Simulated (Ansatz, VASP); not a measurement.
One calculation of BeCd3S2, two programs

```
Be Cd S
1.0
    -2.87881    2.87881    4.82764
     2.87881   -2.87881    4.82764
     2.87881    2.87881   -4.82764
Be Cd S
1 3 2
Direct
  0.00000 0.00000 0.00000
  0.50000 0.50000 0.00000
  0.50000 0.00000 0.50000
  0.00000 0.50000 0.50000
  0.75000 0.25000 0.50000
  0.25000 0.75000 0.50000
```

Alike in both runs: functional PBE; k mesh 10 × 10 × 10; occupations gaussian, width 0.1 eV; no spin polarisation.

Ansatz relaxed the structure, and its values are those at the end. VASP's run is a single point on that final structure, the one shown.

|  | VASP | Ansatz |
| --- | --- | --- |
| version | VASP 6.6.1 | Ansatz 0.2.0 |
| potentials or method | VASP PAW PBE potentials, release 64 (Be, Cd, S), cutoff 520 eV | scalar-relativistic, plane waves, PAW |
| valence electrons in the cell | 50 | 74 |

|  | VASP | Ansatz | Ansatz less VASP |
| --- | --- | --- | --- |
| gap on the k mesh at the Fermi level (eV) | none | none | - |
| pressure (GPa) | 0.2 | 0.0 | -0.26 |

A gap of «none» marks a metal or a gap that the smearing closes. VASP's potentials hold 50 valence electrons a cell and Ansatz's 74, so a difference there can come from the potentials and not from the codes.
